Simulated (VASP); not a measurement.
InP:

```
CELL_PARAMETERS angstrom
0.00000 2.76883 2.76883
2.76883 0.00000 2.76883
2.76883 2.76883 0.00000
ATOMIC_POSITIONS crystal
In 0.00000 0.00000 0.00000
P 0.50000 0.50000 0.50000
```

| Item | Value |
| --- | --- |
| Program | VASP 6.6.1 |
| Task | relaxation of cell and atoms |
| Functional | PBE-based screened hybrid with 25 % exact exchange |
| Potentials or basis | VASP PAW PBE potentials, release 64 (In_d, P) |
| Cutoff | 600 eV |
| k mesh | 4 × 4 × 4 |
| Occupations | fermi-dirac, width 0.05 eV |
| Spin | no spin polarisation |

At the start: pressure -2.2 GPa; volume 21.23 Å³/atom.

Task: Where does the relaxation end?

Result: Over 3 steps the energy falls by 3.5 meV/atom and the volume is 20.70 Å³/atom (-2.5 %); space group Fm-3m (No. 225, to 0.1 Å) before and after.

The path:
```csv
step,energy change (eV),largest force (eV/Å),pressure (GPa),volume (Å³)
1,0.0000,0.0000,-2.15,42.45
2,-0.0040,0.0000,1.42,40.73
3,-0.0070,0.0000,0.00,41.41
```

Final structure:
```yaml
crystal:
  lattice:
    - [0.00000, 2.74591, 2.74591]
    - [2.74591, 0.00000, 2.74591]
    - [2.74591, 2.74591, 0.00000]
  atoms:
    - { symbol: In, position: [0.00000, 0.00000, 0.00000] }
    - { symbol: P, position: [0.50000, 0.50000, 0.50000] }
```

Caveat: the k points lie up to 0.50 Å⁻¹ apart in the final cell, too coarse for converged energies and pressures of a metal; the PAW data sets were made with another functional, which shifts forces and pressure a little.
